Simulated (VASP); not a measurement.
# Hf (P6_3/mmc) in VASP: further runs

The runs below take Hf through single point, with PBE.

Everything below comes from runs of VASP 6.6.1. Logs are shortened: lines on timing, memory, paths and dates and some standing lists are left out, and cuts for length are marked.

**1. The cell of the first run**

Symmetry: P6_3/mmc, No. 194, hexagonal system. The conventional cell has a = 3.205 Å, b = 3.205 Å, c = 5.074 Å, α = 90.00°, β = 90.00°, γ = 120.00°. Hf (site symmetry -6m2) has 12 Hf at 3.14 to 3.20 Å within 4.1 Å.

**2. Single point, PBE**

INCAR reads:

```
ALGO = Normal
EDIFF = 1E-7
ENCUT = 520
GGA = PE
ISIF = 2
ISMEAR = 1
LASPH = True
LCHARG = False
LREAL = False
LWAVE = False
NBANDS = 17
NELM = 80
PREC = Accurate
SIGMA = 0.03
```

KPOINTS reads:

```
k-points
0
Gamma
  11 11 6
```

POSCAR reads:

```
Hf
1.0
    3.2045059552      0.0000000000      0.0000000000
   -1.6022529776      2.7751835638      0.0000000000
    0.0000000000      0.0000000000      5.0738215932
Hf
2
Direct
    0.3333333333      0.6666666667      0.2500000000
    0.6666666667      0.3333333333      0.7500000000
```

Potentials or basis: VASP PAW PBE potentials, release 64 (Hf_pv).

On the command line:

```console
cat potpaw_PBE.64/Hf_pv/POTCAR > POTCAR
mpirun -np 1 vasp_std > vasp.out
```

OUTCAR:

```text
EDIFF = 1E-7
   ENCUT = 520
   GGA = PE
   ISIF = 2
   ISMEAR = 1
   LASPH = True
   LREAL = False
   NELM = 80
   PREC = Accurate

 ion  position               nearest neighbor table
   1  0.333  0.667  0.250-   2 3.14   2 3.14   2 3.14   2 3.14   2 3.14   2 3.14
   2  0.667  0.333  0.750-   1 3.14   1 3.14   1 3.14   1 3.14   1 3.14   1 3.14

  LATTYP: Found a hexagonal cell.
 ALAT       =     3.2045059552
 C/A-ratio  =     1.5833397298

  Lattice vectors:

 A1 = (   3.2045059552,   0.0000000000,   0.0000000000)
 A2 = (  -1.6022529776,   2.7751835638,   0.0000000000)
 A3 = (   0.0000000000,   0.0000000000,   5.0738215932)

Analysis of symmetry for initial positions (statically):
=====================================================================
 Subroutine PRICEL returns:
 Original cell was already a primitive cell.

 Routine SETGRP: Setting up the symmetry group for a
 hexagonal supercell.

 Subroutine GETGRP returns: Found 24 space group operations
 (whereof 12 operations were pure point group operations)
 out of a pool of 24 trial point group operations.

The static configuration has the point symmetry D_3d.
 The point group associated with its full space group is D_6h.

Analysis of symmetry for dynamics (positions and initial velocities):
=====================================================================
 Subroutine PRICEL returns:
 Original cell was already a primitive cell.

 Routine SETGRP: Setting up the symmetry group for a
 hexagonal supercell.

 Subroutine GETGRP returns: Found 24 space group operations
 (whereof 12 operations were pure point group operations)
 out of a pool of 24 trial point group operations.

The dynamic configuration has the point symmetry D_3d.
 The point group associated with its full space group is D_6h.

 Subroutine INISYM returns: Found 24 space group operations
 (whereof 12 operations are pure point group operations),
 and found     1 'primitive' translations

----------------------------------------------------------------------------------------

                                     Primitive cell

  volume of cell :      45.1220

  direct lattice vectors                    reciprocal lattice vectors
     3.204505955  0.000000000  0.000000000     0.312060584  0.180168262  0.000000000
    -1.602252978  2.775183564  0.000000000     0.000000000  0.360336524  0.000000000
     0.000000000  0.000000000  5.073821593     0.000000000  0.000000000  0.197090099

  length of vectors
     3.204505955  3.204505955  5.073821593     0.360336524  0.360336524  0.197090099

  position of ions in fractional coordinates (direct lattice)
     0.333333333  0.666666667  0.250000000
     0.666666667  0.333333333  0.750000000

  ion indices of the primitive-cell ions
   primitive index   ion index
                 1           1
                 2           2

----------------------------------------------------------------------------------------

 KPOINTS: k-points

Automatic generation of k-mesh.
 Grid dimensions read from file:
 generate k-points for:   11   11    6

 Generating k-lattice:

  Cartesian coordinates                     Fractional coordinates (reciprocal lattice)
     0.028369144  0.016378933  0.000000000     0.090909091  0.000000000  0.000000000
     0.000000000  0.032757866  0.000000000     0.000000000  0.090909091  0.000000000
     0.000000000  0.000000000  0.032848350     0.000000000  0.000000000  0.166666667

  Length of vectors
     0.032757866  0.032757866  0.032848350

  Shift w.r.t. Gamma in fractional coordinates (k-lattice)
     0.000000000  0.000000000  0.000000000

 Subroutine IBZKPT returns following result:
 ===========================================

 Found     64 irreducible k-points:

 Following reciprocal coordinates:
            Coordinates               Weight
  0.000000  0.000000  0.000000      1.000000
  0.090909 -0.000000  0.000000      6.000000
  0.181818 -0.000000  0.000000      6.000000
  0.272727  0.000000  0.000000      6.000000
  0.363636 -0.000000  0.000000      6.000000
  0.454545 -0.000000  0.000000      6.000000
[... 16 lines left out ...]
  0.090909  0.090909  0.166667     12.000000
  0.181818  0.090909  0.166667     24.000000
 [... further k-points ...]
   k-points           NKPTS =     64   k-points in BZ     NKDIM =     64   number of bands    NBANDS=     17
   number of dos      NEDOS =    301   number of ions     NIONS =      2
   total plane-waves  NPLWV =  23040
   dimension x,y,z NGX =    24 NGY =   24 NGZ =   40
   dimension x,y,z NGXF=    48 NGYF=   48 NGZF=   80
   ions per type =               2
   NGX,Y,Z   is equivalent  to a cutoff of  12.45, 12.45, 13.11 a.u.
   NGXF,Y,Z  is equivalent  to a cutoff of  24.90, 24.90, 26.21 a.u.
 SYSTEM =  unknown system
   PREC   = accura    normal or accurate (medium, high low for compatibility)
   ISTART =      0    job   : 0-new  1-cont  2-samecut
   ICHARG =      2    charge: 1-file 2-atom 10-const
   ISPIN  =      1    spin polarized calculation?
   LNONCOLLINEAR =      F non collinear calculations
   LSORBIT =      F    spin-orbit coupling
   LASPH  =      T    aspherical Exc in radial PAW
   ENCUT  =  520.0 eV  38.22 Ry    6.18 a.u.   5.96  5.96  9.43*2*pi/ulx,y,z
   NELM   =     80;   NELMIN=  2; NELMDL= -5     # of ELM steps
   EDIFF  = 0.1E-06   stopping-criterion for ELM
   LREAL  =      F    real-space projection
   EDIFFG = 0.1E-05   stopping-criterion for IOM
   NSW    =      0    number of steps for IOM
   IBRION =     -1    ionic relax: 0-MD 1-quasi-New 2-CG
   NFREE  =      0    steps in history (QN), initial steepest desc. (CG)
   ISIF   =      2    stress and relaxation
   ISYM   =      2    0-nonsym 1-usesym 2-fastsym
   POTIM  = 0.5000    time-step for ionic-motion
   TEBEG  =    0.0;   TEEND  =   0.0 temperature during run
   PSTRESS=    0.0 pullay stress
   NELECT =      20.0000    total number of electrons
   NUPDOWN=      -1.0000    fix difference up-down
   EMIN   =  10.00;   EMAX   =-10.00  energy-range for DOS
   EFERMI =   0.00;   METHOD = LEGACY
   ISMEAR =     1;   SIGMA  =   0.03  broadening in eV -4-tet -1-fermi 0-gaus
   EFERMI_NEDOS =   21; number of points for ismear=-14 and -15
   IALGO  =     38    algorithm
   IMIX   =      4    mixing-type and parameters
     AMIX     =   0.40;   BMIX     =  1.00
     AMIX_MAG =   1.60;   BMIX_MAG =  1.00
  volume/ion in A,a.u.               =      22.56       152.25
  Fermi-wavevector in a.u.,A,eV,Ry     =   1.248213  2.358781 21.198375  1.558037
  Thomas-Fermi vector in A             =   2.382310
   LORBIT       =      0    0 simple, 1 ext, 2 COOP (PROOUT), +10 PAW based schemes
   GGA     = PE    functional components
   LHFCALC =     F    Hartree Fock is set to
   AEXX    =    0.0000 exact exchange contribution
   IVDW    =     0    specifies the selected vdW correction
   LEPSILON=     F    determine dielectric tensor
   LRPA    =     F    only Hartree local field effects (RPA)
 non-spin polarized calculation
 Methfessel and Paxton  Order N= 1 SIGMA  =   0.03
  energy-cutoff  :      520.00
  volume of cell :       45.12
 maximum number of plane-waves:      1231
 NGX is ok and might be reduce to    24
   NGX = 11   NGY = 11   NGZ = 19

 number of electron      20.0000006 magnetization

 Free energy of the ion-electron system (eV)
  ---------------------------------------------------
  ext. energy  EPLUGINS =         0.00000000
  ---------------------------------------------------
  free energy    TOTEN  =       -19.84593800 eV

  energy without entropy =      -19.84553719  energy(sigma->0) =      -19.84580439

 E-fermi :   4.8217     XC(G=0): -11.2460

 val. band max:        4.8211111771   @ k =   0.0909  -0.0000   0.5000
 cond. band min:       4.8981240187   @ k =   0.2727   0.1818   0.5000
 fundamental gap:      0.0770128416
 Fermi energy:         4.8216583574

 k-point     1 :       0.0000    0.0000    0.0000
  band No.  band energies     occupation
      1     -26.2269      2.00000
      2     -25.5058      2.00000
      3     -25.5058      2.00000
      4     -25.3863      2.00000
      5     -25.3820      2.00000
      6     -25.3820      2.00000
[... 9 lines left out ...]
     16       7.4830      0.00000
     17      10.1459      0.00000

 k-point     2 :       0.0909   -0.0000    0.0000
  band No.  band energies     occupation
      1     -26.2063      2.00000
      2     -25.5498      2.00000
      3     -25.5206      2.00000
      4     -25.4283      2.00000
      5     -25.3958      2.00000
      6     -25.3880      2.00000
[... 9 lines left out ...]
     16       7.2543      0.00000
     17      10.3288      0.00000

 k-point     3 :       0.1818   -0.0000    0.0000
  band No.  band energies     occupation
      1     -26.1475      2.00000
      2     -25.6678      2.00000
      3     -25.5586      2.00000
      4     -25.5490      2.00000
      5     -25.4245      2.00000
      6     -25.4052      2.00000
[... 9 lines left out ...]
     16       7.7079      0.00000
     17      10.6853      0.00000

 k-point     4 :       0.2727    0.0000    0.0000
  band No.  band energies     occupation
      1     -26.0605      2.00000
      2     -25.8225      2.00000
      3     -25.6996      2.00000
      4     -25.6063      2.00000
      5     -25.4720      2.00000
      6     -25.4295      2.00000
[... 9 lines left out ...]
     16       8.6942      0.00000
     17      10.9872      0.00000

 k-point     5 :       0.3636   -0.0000    0.0000
  band No.  band energies     occupation
      1     -25.9641      2.00000
      2     -25.9624      2.00000
      3     -25.8315      2.00000
      4     -25.6484      2.00000
      5     -25.5336      2.00000
      6     -25.4530      2.00000
[... 9 lines left out ...]
     16       9.8582      0.00000
     17      11.1683      0.00000

 k-point     6 :       0.4545   -0.0000    0.0000
  band No.  band energies     occupation
      1     -26.0477      2.00000
      2     -25.9075      2.00000
      3     -25.8845      2.00000
      4     -25.6728      2.00000
      5     -25.5896      2.00000
      6     -25.4673      2.00000
[... 9 lines left out ...]
     16      10.9435      0.00000
     17      11.2460      0.00000

 k-point     7 :       0.0909    0.0909    0.0000
  band No.  band energies     occupation
      1     -26.1665      2.00000
      2     -25.6210      2.00000
      3     -25.5707      2.00000
      4     -25.4910      2.00000
      5     -25.4149      2.00000
      6     -25.4064      2.00000
[... 9 lines left out ...]
     16       7.5734      0.00000
     17      10.5268      0.00000

 k-point     8 :       0.1818    0.0909    0.0000
  band No.  band energies     occupation
      1     -26.0934      2.00000
      2     -25.7460      2.00000
      3     -25.6773      2.00000
      4     -25.5644      2.00000
      5     -25.4533      2.00000
      6     -25.4369      2.00000
[... 9 lines left out ...]
     16       8.5011      0.00000
     17      10.7669      0.00000
[... 203 lines left out ...]
      1     -26.1109      2.00000
      2     -25.6529      2.00000
      3     -25.5932      2.00000
      4     -25.5485      2.00000
      5     -25.4361      2.00000
      6     -25.4156      2.00000
[... 9 lines left out ...]
     16       7.8303      0.00000
     17      10.6242      0.00000

 k-point    20 :       0.2727    0.0000    0.1667
  band No.  band energies     occupation
      1     -26.0551      2.00000
      2     -25.7924      2.00000
      3     -25.7332      2.00000
      4     -25.5946      2.00000
      5     -25.4750      2.00000
      6     -25.4416      2.00000
[... 9 lines left out ...]
     16       8.5976      0.00000
     17      10.8253      0.00000

 k-point    21 :       0.3636   -0.0000    0.1667
  band No.  band energies     occupation
      1     -26.0492      2.00000
      2     -25.8950      2.00000
      3     -25.8219      2.00000
      4     -25.6355      2.00000
      5     -25.5241      2.00000
      6     -25.4664      2.00000
[... 9 lines left out ...]
     16       9.6546      0.00000
     17      10.9757      0.00000

 k-point    22 :       0.4545   -0.0000    0.1667
  band No.  band energies     occupation
      1     -26.0950      2.00000
      2     -25.9584      2.00000
      3     -25.8050      2.00000
      4     -25.6593      2.00000
      5     -25.5680      2.00000
      6     -25.4814      2.00000
[... 9 lines left out ...]
     16      10.7909      0.00000
     17      11.1443      0.00000

 k-point    23 :       0.0909    0.0909    0.1667
  band No.  band energies     occupation
      1     -26.1253      2.00000
      2     -25.6068      2.00000
      3     -25.5796      2.00000
      4     -25.5237      2.00000
      5     -25.4240      2.00000
      6     -25.4163      2.00000
[... 9 lines left out ...]
     16       7.8772      0.00000
     17      10.5092      0.00000

 k-point    24 :       0.1818    0.0909    0.1667
  band No.  band energies     occupation
      1     -26.0722      2.00000
      2     -25.7287      2.00000
      3     -25.6935      2.00000
      4     -25.5769      2.00000
      5     -25.4582      2.00000
      6     -25.4442      2.00000
[... 9 lines left out ...]
     16       8.5338      0.00000
     17      10.6552      0.00000

 [... further k-points ...]
[... 5 lines left out ...]
  --------------------------------------------------------------------------------------
  -------------------------------------------------------------------------------------
  Total       -0.0695427     -0.0695427     -0.0742233      0.0000000      0.0000000      0.0000000
  in kB       -2.4693010     -2.4693010     -2.6354973      0.0000000      0.0000000      0.0000000
  external PRESSURE =      -2.5246998 kB  Pullay stress =       0.0000000 kB

 VOLUME and BASIS-vectors are now :
 -----------------------------------------------------------------------------
  energy-cutoff  :      520.00
  volume of cell :       45.12
      direct lattice vectors                 reciprocal lattice vectors
     3.204505955  0.000000000  0.000000000     0.312060584  0.180168262  0.000000000
    -1.602252978  2.775183564  0.000000000     0.000000000  0.360336524  0.000000000
     0.000000000  0.000000000  5.073821593     0.000000000  0.000000000  0.197090099

 POSITION                                       TOTAL-FORCE (eV/Angst)
 -----------------------------------------------------------------------------------
     -0.00000      1.85012      1.26846         0.000000     -0.000000      0.000000
      1.60225      0.92506      3.80537        -0.000000      0.000000      0.000000
 -----------------------------------------------------------------------------------
    total drift:                               -0.000000      0.000000     -0.000000

  FREE ENERGIE OF THE ION-ELECTRON SYSTEM (eV)
  ---------------------------------------------------
  free  energy   TOTEN  =       -19.8459379961 eV

  energy  without entropy=      -19.8455371926  energy(sigma->0) =      -19.84580439
```

Wall time 14 s (1 thread of Intel Xeon 6975P-C (Granite Rapids), shared host); peak memory 0.18 GiB.

What came out:

* Free energy: -19.8459 eV
* Pressure: -0.3 GPa
* Band gap on the k mesh: zero (bands 10 and 11 overlap by 1.48 eV)

Caveat: spin-orbit coupling is left out, which moves the levels of the heavy elements.

**3. Single point, PBE**

INCAR reads:

```
PREC = Accurate
ENCUT = 520
EDIFF = 1E-6
ISMEAR = 1
SIGMA = 0.1
LREAL = F
LASPH = T
NELM = 100
ALGO = Normal
ISIF = 2
LWAVE = F
LCHARG = F
GGA = PE
NBANDS = 17
```

KPOINTS reads:

```
regular mesh
0
Gamma
  11 11 6
```

POSCAR is that of step 2.

Potentials or basis: VASP PAW PBE potentials, release 64 (Hf_pv).

On the command line:

```console
cat potpaw_PBE.64/Hf_pv/POTCAR > POTCAR
mpirun -np 1 vasp_std > vasp.out
```

OUTCAR:

```text
PREC = Accurate
   ENCUT = 520
   EDIFF = 1E-6
   ISMEAR = 1
   LREAL = F
   LASPH = T
   NELM = 100
   ISIF = 2
   GGA = PE

 ion  position               nearest neighbor table
   1  0.333  0.667  0.250-   2 3.14   2 3.14   2 3.14   2 3.14   2 3.14   2 3.14
   2  0.667  0.333  0.750-   1 3.14   1 3.14   1 3.14   1 3.14   1 3.14   1 3.14

  LATTYP: Found a hexagonal cell.
 ALAT       =     3.2045059552
 C/A-ratio  =     1.5833397298

  Lattice vectors:

 A1 = (   3.2045059552,   0.0000000000,   0.0000000000)
 A2 = (  -1.6022529776,   2.7751835638,   0.0000000000)
 A3 = (   0.0000000000,   0.0000000000,   5.0738215932)

Analysis of symmetry for initial positions (statically):
=====================================================================
 Subroutine PRICEL returns:
 Original cell was already a primitive cell.

 Routine SETGRP: Setting up the symmetry group for a
 hexagonal supercell.

 Subroutine GETGRP returns: Found 24 space group operations
[... 157 lines left out ...]

 number of electron      20.0000006 magnetization

 Free energy of the ion-electron system (eV)
  ---------------------------------------------------
  ext. energy  EPLUGINS =         0.00000000
  ---------------------------------------------------
  free energy    TOTEN  =       -19.84698830 eV

  energy without entropy =      -19.84489478  energy(sigma->0) =      -19.84629046

 E-fermi :   4.8451     XC(G=0): -11.2457

 val. band max:        4.8221790150   @ k =   0.0909  -0.0000   0.5000
 cond. band min:       4.8989012087   @ k =   0.2727   0.1818   0.5000
 fundamental gap:      0.0767221937
 Fermi energy:         4.8451362369

 k-point     1 :       0.0000    0.0000    0.0000
  band No.  band energies     occupation
      1     -26.2232      2.00000
      2     -25.5044      2.00000
      3     -25.5044      2.00000
      4     -25.3824      2.00000
      5     -25.3806      2.00000
      6     -25.3806      2.00000
[... 457 lines left out ...]
      4     -25.5753      2.00000
      5     -25.4554      2.00000
      6     -25.4423      2.00000
[... 9 lines left out ...]
     16       8.5346      0.00000
     17      10.6570      0.00000

 [... further k-points ...]
[... 5 lines left out ...]
  --------------------------------------------------------------------------------------
  -------------------------------------------------------------------------------------
  Total       -0.1066038     -0.1066038     -0.0721249      0.0000000      0.0000000     -0.0000000
  in kB       -3.7852563     -3.7852563     -2.5609912      0.0000000      0.0000000     -0.0000000
  external PRESSURE =      -3.3771680 kB  Pullay stress =       0.0000000 kB

 VOLUME and BASIS-vectors are now :
 -----------------------------------------------------------------------------
  energy-cutoff  :      520.00
  volume of cell :       45.12
      direct lattice vectors                 reciprocal lattice vectors
     3.204505955  0.000000000  0.000000000     0.312060584  0.180168262  0.000000000
    -1.602252978  2.775183564  0.000000000     0.000000000  0.360336524  0.000000000
     0.000000000  0.000000000  5.073821593     0.000000000  0.000000000  0.197090099

 POSITION                                       TOTAL-FORCE (eV/Angst)
 -----------------------------------------------------------------------------------
     -0.00000      1.85012      1.26846        -0.000000     -0.000000      0.000000
      1.60225      0.92506      3.80537         0.000000      0.000000      0.000000
 -----------------------------------------------------------------------------------
    total drift:                               -0.000000      0.000000     -0.000000

  FREE ENERGIE OF THE ION-ELECTRON SYSTEM (eV)
  ---------------------------------------------------
  free  energy   TOTEN  =       -19.8469883012 eV

  energy  without entropy=      -19.8448947827  energy(sigma->0) =      -19.84629046
```

Wall time 13 s (1 thread of Intel Xeon 6975P-C (Granite Rapids), shared host); peak memory 0.18 GiB.

What came out:

```
Free energy            : -19.8470 eV
Pressure               : -0.3 GPa
Band gap on the k mesh : zero (bands 10 and 11 overlap by 1.48 eV)
```

Caveat: spin-orbit coupling is left out, which moves the levels of the heavy elements.

[end of part 1 of 2]
